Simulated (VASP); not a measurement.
Write the native input for VASP 6.6.1 that does the following.

| Item | Value |
| --- | --- |
| Task | relaxation of cell and atoms |
| Functional | PBE |
| Potentials or basis | VASP PAW PBE potentials, release 64 (Ge_d) |
| Cutoff | 600 eV |
| k mesh | 21 × 21 × 21 |
| Occupations | fermi-dirac, width 0.1 eV |
| Spin | no spin polarisation |
| Target pressure | 390 GPa |
| Dipole correction | no |
| Further INCAR settings | ALGO = Normal; EDIFF = 1e-06; IBRION = 2; EDIFFG = -0.005; NSW = 32; ISIF = 3 |

The structure of Ge lies in POSCAR:

```
Ge
1.0
   -1.2686901840      1.2686901840      1.2686901840
    1.2686901840     -1.2686901840      1.2686901840
    1.2686901840      1.2686901840     -1.2686901840
Ge
1
Direct
    0.0000000000      0.0000000000      0.0000000000
```

The input as run:

INCAR

```
SYSTEM = Ge
PREC = Accurate ; ENCUT = 600
EDIFF = 1E-6 ; ISMEAR = -1
SIGMA = 0.1 ; LREAL = .False.
LASPH = .True. ; NELM = 100
ALGO = Normal ; ISIF = 3
LWAVE = .False. ; LCHARG = .False.
GGA = PE ; IBRION = 2
NSW = 32 ; EDIFFG = -0.005
PSTRESS = 3900.0
```

KPOINTS

```
Automatic mesh
0
Gamma
  21 21 21
  0 0 0
```

Potentials or basis: VASP PAW PBE potentials, release 64 (Ge_d).

Run with:

```sh
$ cat potpaw_PBE.64/Ge_d/POTCAR > POTCAR
$ mpirun -np 1 vasp_std > vasp.out
```

It gave:

- Relaxed volume: 8.18 Å³/atom
- Relaxed cell: a = 2.199 Å, b = 2.199 Å, c = 2.199 Å, α = 109.47°, β = 109.47°, γ = 109.47°
- Space group after relaxing (to 0.05 Å): Im-3m (No. 229)
- Energy change on relaxing (the enthalpy is what falls): -36.8 meV/atom
- Ionic steps: 8
- Pressure after relaxing: 390.1 GPa
- Band gap on the k mesh: zero (band 7 reaches 41.36 eV, above the bottom of band 8 at 14.90 eV)

Caveat: the cell is relaxed towards a set pressure, so the enthalpy falls and the energy may rise.

Wall time 36 s on 1 thread of Intel(R) Xeon(R) 6975P-C (Granite Rapids), on a shared host, peak memory 0.15 GiB.
